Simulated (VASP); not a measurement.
A run of VASP 6.6.1 is set up as follows.

INCAR

```
SYSTEM = MoRh
PREC = Accurate
ENCUT = 500
EDIFF = 1E-6
ISMEAR = 1
SIGMA = 0.1
LREAL = .FALSE.
LASPH = .TRUE.
NELM = 120
ALGO = Normal
ISIF = 2
LWAVE = .FALSE.
LCHARG = .FALSE.
GGA = CA
NBANDS = 22
GGA_COMPAT = .FALSE.
```

The input KPOINTS:

```
Automatic mesh
0
G
  12 12 7
  0 0 0
```

The input POSCAR:

```
MoRh
1.0
    2.7954300000      0.0000000000      0.0000000000
   -1.3977150000      2.4209133945      0.0000000000
    0.0000000000      0.0000000000      4.4373700000
Mo Rh
1 1
Direct
    0.0000000000      0.0000000000      0.5000000000
    0.3333333333      0.6666666667      0.0000000000
```

Potentials or basis: VASP PAW LDA potentials, release 64 (Mo_sv, Rh_pv).

Command:

```sh
$ cat potpaw_LDA.64/Mo_sv/POTCAR potpaw_LDA.64/Rh_pv/POTCAR > POTCAR
$ mpirun -np 1 vasp_std > vasp.out
```

Task: Predict the band gap on the k mesh.

Result: Zero (an odd number of electrons rules out a gap without spin polarisation).

Task: What does it give for the pressure?

Result: -17.0 GPa.

Stress tensor (GPa, compression positive):
```
-17.90   0.00   0.00
  0.00 -17.90   0.00
  0.00   0.00 -15.11
```

Caveat: the cell stands under tension.
